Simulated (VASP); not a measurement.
Set up this calculation in VASP 6.6.1, as the native input.

* Task: single point
* Functional: LDA
* Potentials or basis: VASP PAW LDA potentials, release 64 (Al, N)
* Cutoff: 520 eV
* k mesh: 8 × 8 × 8
* Occupations: gaussian, width 0.02 eV
* Spin: no spin polarisation
* Dipole correction: no
* Further INCAR settings: ALGO = Normal; EDIFF = 1e-06; NBANDS = 11

The structure of AlN lies in POSCAR:

```
AlN
1.0
    0.0000000000      1.9821266667      1.9690000000
    1.9821266667      0.0000000000      1.9690000000
    1.9821266667      1.9821266667      0.0000000000
Al N
1 1
Direct
    0.0000000000      0.0000000000      0.0000000000
    0.5000000000      0.5000000000      0.5000000000
```

These files were run (other wordings do the same):

INCAR

```
SYSTEM = AlN
ALGO     = Normal         ! electronic algorithm
EDIFF    = 1E-6           ! SCF threshold, eV
ENCUT    = 520            ! plane-wave cutoff, eV
ISIF     = 2              ! what is computed and relaxed
ISMEAR   = 0              ! smearing method
LASPH    = .TRUE.         ! aspherical terms in the spheres
LCHARG   = .TRUE.         ! write CHGCAR
LELF     = .TRUE.         ! ELF
LREAL    = .FALSE.        ! projectors in reciprocal space
LVHAR    = .TRUE.       
LWAVE    = .FALSE.        ! write WAVECAR
NBANDS   = 11             ! bands
NELM     = 80             ! most SCF steps
PREC     = Accurate       ! precision mode
SIGMA    = 0.02           ! smearing width, eV
```

KPOINTS

```
k-points
0
G
  8 8 8
  0 0 0
```

Potentials or basis: VASP PAW LDA potentials, release 64 (Al, N).

Command:

```console
$ cat potpaw_LDA.64/Al/POTCAR potpaw_LDA.64/N/POTCAR > POTCAR
$ mpirun -np 1 vasp_std > vasp.out
```

It gave:

The pressure is 13.4 GPa and the band gap on the k mesh is 5.01 eV, indirect (least direct gap 6.74 eV).

Wall time 6.8 s on 1 thread of Intel(R) Xeon(R) Platinum 8259CL CPU @ 2.50GHz (Skylake/Cascade Lake), with other jobs on the host, peak memory 0.12 GiB.
